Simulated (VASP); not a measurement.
# Se (Fd-3m) in VASP: single point with PBE

Aim: the single point of Se with PBE.

Everything below comes from runs of VASP 6.6.1. Logs are shortened: lines on timing, memory, paths and dates and some standing lists are left out, and cuts for length are marked.

### Step 1. The cell of the first run

The structure is cubic, space group Fd-3m (No. 227). Conventional cell: a = 6.331 Å, b = 6.331 Å, c = 6.331 Å, α = 90.00°, β = 90.00°, γ = 90.00°. Within 3.6 Å of Se (site symmetry -43m) lie 4 Se at 2.74 Å.

### Step 2. Single point, PBE

The input, INCAR:

```
PREC = Accurate
ENCUT = 520
EDIFF = 1E-6
ISMEAR = -1
SIGMA = 0.1
LREAL = False
LASPH = True
NELM = 60
ALGO = Normal
ISIF = 2
LWAVE = False
LCHARG = False
GGA = PE
NBANDS = 13
```

The input, KPOINTS:

```
Automatic mesh
0
Gamma
  11 11 11
```

The input, POSCAR:

```
Se
1.0
    0.0000000000      3.1656978221      3.1656978221
    3.1656978221      0.0000000000      3.1656978221
    3.1656978221      3.1656978221      0.0000000000
Se
2
Direct
   -0.1250000000     -0.1250000000     -0.1250000000
    0.1250000000      0.1250000000      0.1250000000
```

Potentials or basis: VASP PAW PBE potentials, release 64 (Se).

Command:

```bash
$ cat potpaw_PBE.64/Se/POTCAR > POTCAR
$ mpirun -np 1 vasp_std > vasp.out
```

OUTCAR:

```text
PREC = Accurate
   ENCUT = 520
   EDIFF = 1E-6
   ISMEAR = -1
   LREAL = False
   LASPH = True
   NELM = 60
   ISIF = 2
   GGA = PE

 ion  position               nearest neighbor table
   1  0.875  0.875  0.875-   2 2.74   2 2.74   2 2.74   2 2.74
   2  0.125  0.125  0.125-   1 2.74   1 2.74   1 2.74   1 2.74

  LATTYP: Found a face centered cubic cell.
 ALAT       =     6.3313956442

  Lattice vectors:

 A1 = (   0.0000000000,   3.1656978221,   3.1656978221)
 A2 = (   3.1656978221,   0.0000000000,   3.1656978221)
 A3 = (   3.1656978221,   3.1656978221,   0.0000000000)

Analysis of symmetry for initial positions (statically):
=====================================================================
 Subroutine PRICEL returns:
 Original cell was already a primitive cell.

 Routine SETGRP: Setting up the symmetry group for a
 face centered cubic supercell.

 Subroutine GETGRP returns: Found 48 space group operations
 (whereof 12 operations were pure point group operations)
 out of a pool of 48 trial point group operations.

The static configuration has the point symmetry D_3d.
 The point group associated with its full space group is O_h .

Analysis of symmetry for dynamics (positions and initial velocities):
=====================================================================
 Subroutine PRICEL returns:
 Original cell was already a primitive cell.

 Routine SETGRP: Setting up the symmetry group for a
 face centered cubic supercell.

 Subroutine GETGRP returns: Found 48 space group operations
 (whereof 12 operations were pure point group operations)
 out of a pool of 48 trial point group operations.

The dynamic configuration has the point symmetry D_3d.
 The point group associated with its full space group is O_h .

 Subroutine INISYM returns: Found 48 space group operations
 (whereof 12 operations are pure point group operations),
 and found     1 'primitive' translations

----------------------------------------------------------------------------------------

                                     Primitive cell

  volume of cell :      63.4510

  direct lattice vectors                    reciprocal lattice vectors
     0.000000000  3.165697822  3.165697822    -0.157943060  0.157943060  0.157943060
     3.165697822  0.000000000  3.165697822     0.157943060 -0.157943060  0.157943060
     3.165697822  3.165697822  0.000000000     0.157943060  0.157943060 -0.157943060

  length of vectors
     4.476972794  4.476972794  4.476972794     0.273565404  0.273565404  0.273565404

  position of ions in fractional coordinates (direct lattice)
     0.875000000  0.875000000  0.875000000
     0.125000000  0.125000000  0.125000000

  ion indices of the primitive-cell ions
   primitive index   ion index
                 1           1
                 2           2

----------------------------------------------------------------------------------------

 KPOINTS: Automatic mesh

Automatic generation of k-mesh.
 Grid dimensions read from file:
 generate k-points for:   11   11   11

 Generating k-lattice:

  Cartesian coordinates                     Fractional coordinates (reciprocal lattice)
    -0.014358460  0.014358460  0.014358460     0.090909091  0.000000000  0.000000000
     0.014358460 -0.014358460  0.014358460     0.000000000  0.090909091  0.000000000
     0.014358460  0.014358460 -0.014358460     0.000000000  0.000000000  0.090909091

  Length of vectors
     0.024869582  0.024869582  0.024869582

  Shift w.r.t. Gamma in fractional coordinates (k-lattice)
     0.000000000  0.000000000  0.000000000

 Subroutine IBZKPT returns following result:
 ===========================================

 Found     56 irreducible k-points:

 Following reciprocal coordinates:
            Coordinates               Weight
  0.000000  0.000000  0.000000      1.000000
  0.090909  0.000000  0.000000      8.000000
  0.181818  0.000000  0.000000      8.000000
  0.272727  0.000000  0.000000      8.000000
  0.363636  0.000000  0.000000      8.000000
  0.454545  0.000000  0.000000      8.000000
[... 16 lines left out ...]
 -0.272727  0.181818  0.000000     24.000000
 -0.181818  0.181818  0.000000     12.000000
 [... further k-points ...]
   k-points           NKPTS =     56   k-points in BZ     NKDIM =     56   number of bands    NBANDS=     13
   number of dos      NEDOS =    301   number of ions     NIONS =      2
   total plane-waves  NPLWV =  46656
   dimension x,y,z NGX =    36 NGY =   36 NGZ =   36
   dimension x,y,z NGXF=    72 NGYF=   72 NGZF=   72
   ions per type =               2
   NGX,Y,Z   is equivalent  to a cutoff of  13.37, 13.37, 13.37 a.u.
   NGXF,Y,Z  is equivalent  to a cutoff of  26.74, 26.74, 26.74 a.u.
 SYSTEM =  unknown system
   PREC   = accura    normal or accurate (medium, high low for compatibility)
   ISTART =      0    job   : 0-new  1-cont  2-samecut
   ICHARG =      2    charge: 1-file 2-atom 10-const
   ISPIN  =      1    spin polarized calculation?
   LNONCOLLINEAR =      F non collinear calculations
   LSORBIT =      F    spin-orbit coupling
   LASPH  =      T    aspherical Exc in radial PAW
   ENCUT  =  520.0 eV  38.22 Ry    6.18 a.u.   8.32  8.32  8.32*2*pi/ulx,y,z
   NELM   =     60;   NELMIN=  2; NELMDL= -5     # of ELM steps
   EDIFF  = 0.1E-05   stopping-criterion for ELM
   LREAL  =      F    real-space projection
   EDIFFG = 0.1E-04   stopping-criterion for IOM
   NSW    =      0    number of steps for IOM
   IBRION =     -1    ionic relax: 0-MD 1-quasi-New 2-CG
   NFREE  =      0    steps in history (QN), initial steepest desc. (CG)
   ISIF   =      2    stress and relaxation
   ISYM   =      2    0-nonsym 1-usesym 2-fastsym
   POTIM  = 0.5000    time-step for ionic-motion
   TEBEG  =    0.0;   TEEND  =   0.0 temperature during run
   PSTRESS=    0.0 pullay stress
   NELECT =      12.0000    total number of electrons
   NUPDOWN=      -1.0000    fix difference up-down
   EMIN   =  10.00;   EMAX   =-10.00  energy-range for DOS
   EFERMI =   0.00;   METHOD = LEGACY
   ISMEAR =    -1;   SIGMA  =   0.10  broadening in eV -4-tet -1-fermi 0-gaus
   EFERMI_NEDOS =   21; number of points for ismear=-14 and -15
   IALGO  =     38    algorithm
   IMIX   =      4    mixing-type and parameters
     AMIX     =   0.40;   BMIX     =  1.00
     AMIX_MAG =   1.60;   BMIX_MAG =  1.00
  volume/ion in A,a.u.               =      31.73       214.09
  Fermi-wavevector in a.u.,A,eV,Ry     =   0.939700  1.775775 12.014430  0.883036
  Thomas-Fermi vector in A             =   2.067038
   LORBIT       =      0    0 simple, 1 ext, 2 COOP (PROOUT), +10 PAW based schemes
   GGA     = PE    functional components
   LHFCALC =     F    Hartree Fock is set to
   AEXX    =    0.0000 exact exchange contribution
   IVDW    =     0    specifies the selected vdW correction
   LEPSILON=     F    determine dielectric tensor
   LRPA    =     F    only Hartree local field effects (RPA)
 non-spin polarized calculation
  energy-cutoff  :      520.00
  volume of cell :       63.45
 maximum number of plane-waves:      1731
 NGX is ok and might be reduce to    36
   NGX = 17   NGY = 17   NGZ = 17

 number of electron      11.9999999 magnetization

 Free energy of the ion-electron system (eV)
  ---------------------------------------------------
  ext. energy  EPLUGINS =         0.00000000
  ---------------------------------------------------
  free energy    TOTEN  =        -6.02276041 eV

  energy without entropy =       -5.96699937  energy(sigma->0) =       -5.99487989

 E-fermi :   2.0088     XC(G=0):  -8.1511

 val. band max:        1.9941670403   @ k =  -0.2727   0.1818   0.0000
 cond. band min:       2.0098447136   @ k =  -0.4545   0.1818   0.0909
 fundamental gap:      0.0156776733
 Fermi energy:         2.0087873332

 k-point     1 :       0.0000    0.0000    0.0000
  band No.  band energies     occupation
      1     -13.2258      2.00000
      2      -8.2473      2.00000
      3      -1.3732      2.00000
      4      -1.3732      2.00000
      5      -1.3732      2.00000
      6       1.2661      1.99881
      7       1.2661      1.99881
      8       1.2661      1.99881
      9       6.4263      0.00000
     10       9.6826      0.00000
     11       9.6826      0.00000
     12      11.5812      0.00000
     13      11.5812      0.00000

 k-point     2 :       0.0909    0.0000    0.0000
  band No.  band energies     occupation
      1     -13.1723      2.00000
      2      -8.3790      2.00000
      3      -1.4483      2.00000
      4      -1.4483      2.00000
      5      -1.4095      2.00000
      6       1.3667      1.99675
      7       1.3776      1.99638
      8       1.3776      1.99638
      9       6.6942      0.00000
     10       9.4440      0.00000
     11       9.4440      0.00000
     12      11.3390      0.00000
     13      12.0825      0.00000

 k-point     3 :       0.1818    0.0000    0.0000
  band No.  band energies     occupation
      1     -13.0174      2.00000
      2      -8.7325      2.00000
      3      -1.6245      2.00000
      4      -1.6245      2.00000
      5      -1.5381      2.00000
      6       1.6469      1.94775
      7       1.6469      1.94775
      8       1.7196      1.89485
      9       7.3468      0.00000
     10       9.1413      0.00000
     11       9.1413      0.00000
     12      10.9662      0.00000
     13      13.1494      0.00000
[... 305 lines left out ...]
 k-point    23 :      -0.2727    0.1818    0.0000
  band No.  band energies     occupation
      1     -12.4209      2.00000
      2      -9.8042      2.00000
      3      -2.8474      2.00000
      4      -1.9809      2.00000
      5      -0.9023      2.00000
      6       1.9942      1.07297
      7       2.2728      0.13322
      8       3.0606      0.00005
      9       8.3790      0.00000
     10       8.6290      0.00000
     11       9.3984      0.00000
     12      11.4903      0.00000
     13      12.8424      0.00000

 k-point    24 :      -0.1818    0.1818    0.0000
  band No.  band energies     occupation
      1     -12.6910      2.00000
      2      -9.3618      2.00000
      3      -2.5353      2.00000
      4      -1.7792      2.00000
      5      -1.0508      2.00000
      6       1.7465      1.86459
      7       1.9306      1.37238
      8       2.7084      0.00183
      9       8.2813      0.00000
     10       8.4981      0.00000
     11       9.2498      0.00000
     12      12.1616      0.00000
     13      12.4164      0.00000

 [... further k-points ...]

------------------------ aborting loop because EDIFF is reached ----------------------------------------

  FORCE on cell =-STRESS in cart. coord.  units (eV):
  Direction    XX          YY          ZZ          XY          YZ          ZX
  --------------------------------------------------------------------------------------
  -------------------------------------------------------------------------------------
  Total        0.0186424      0.0186424      0.0186424      0.0000000     -0.0000000     -0.0000000
  in kB        0.4707317      0.4707317      0.4707317      0.0000000     -0.0000000     -0.0000000
  external PRESSURE =       0.4707317 kB  Pullay stress =       0.0000000 kB

 VOLUME and BASIS-vectors are now :
 -----------------------------------------------------------------------------
  energy-cutoff  :      520.00
  volume of cell :       63.45
      direct lattice vectors                 reciprocal lattice vectors
     0.000000000  3.165697822  3.165697822    -0.157943060  0.157943060  0.157943060
     3.165697822  0.000000000  3.165697822     0.157943060 -0.157943060  0.157943060
     3.165697822  3.165697822  0.000000000     0.157943060  0.157943060 -0.157943060

 POSITION                                       TOTAL-FORCE (eV/Angst)
 -----------------------------------------------------------------------------------
      5.53997      5.53997      5.53997        -0.000000     -0.000000     -0.000000
      0.79142      0.79142      0.79142         0.000000      0.000000      0.000000
 -----------------------------------------------------------------------------------
    total drift:                               -0.000000      0.000000      0.000000

  FREE ENERGIE OF THE ION-ELECTRON SYSTEM (eV)
  ---------------------------------------------------
  free  energy   TOTEN  =        -6.0227604086 eV

  energy  without entropy=       -5.9669993680  energy(sigma->0) =       -5.99487989
```

Run time: 16 s. Hardware: 1 thread of Intel Xeon 6975P-C (Granite Rapids), shared host; peak memory 0.21 GiB.

Results:

- Free energy: -6.0228 eV
- Pressure: 0.0 GPa
- Band gap on the k mesh: zero (band 6 reaches 2.30 eV, above the bottom of band 7 at 1.27 eV)
